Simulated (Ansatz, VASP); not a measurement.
## Ga in VASP and in Ansatz

The input INCAR:

```
SYSTEM = Ga
ALGO = Normal ; EDIFF = 1E-7
ENCUT = 520 ; GGA = PE
ISIF = 2 ; ISMEAR = -1
LASPH = .True. ; LCHARG = .False.
LREAL = .False. ; LWAVE = .False.
NBANDS = 12 ; NELM = 60
PREC = Accurate ; SIGMA = 0.1
```

Contents of KPOINTS:

```
k-points
0
Gamma
  21 21 21
  0 0 0
```

File POSCAR:

```
Ga
1.0
    0.0000000000      2.1720849343      2.1720849343
    2.1720849343      0.0000000000      2.1720849343
    2.1720849343      2.1720849343      0.0000000000
Ga
1
Direct
    0.0000000000      0.0000000000      0.0000000000
```

Input for Ansatz:

```yaml
crystal:
  lattice:
    - [0.0, 2.1720849343, 2.1720849343]
    - [2.1720849343, 0.0, 2.1720849343]
    - [2.1720849343, 2.1720849343, 0.0]
  atoms:
    - { symbol: Ga, position: [0.0, 0.0, 0.0] }
hamiltonian:
  xc: pbe
  pseudopotentials:
    kind: paw
    azcp:
      Ga: "pseudopotentials/Ga.paw.azcp"
basis:
  ecutwfc: 420
  fft_grid_basis: typed
kpoints:
  mp_grid: { grid: [21, 21, 21], shift: [0, 0, 0] }
magnetization:
  spin_polarized: false
scf:
  occupations: { method: fermi_dirac, width: 0.1 }
output:
  stress: true
```

Alike in both runs: task single point; functional PBE; k mesh 21 × 21 × 21; occupations fermi-dirac, width 0.1 eV; no spin polarisation.

|  | VASP | Ansatz |
| --- | --- | --- |
| version | VASP 6.6.1 | Ansatz 0.2.0 |
| potentials or method | VASP PAW PBE potentials, release 64 (Ga_d), cutoff 520 eV | plane waves (420 eV) with PAW, scalar-relativistic |
| valence electrons in the cell | 13 | 13 |

```tsv
	VASP	Ansatz	Ansatz less VASP
pressure (GPa)	-3.1	-3.2	-0.06
```
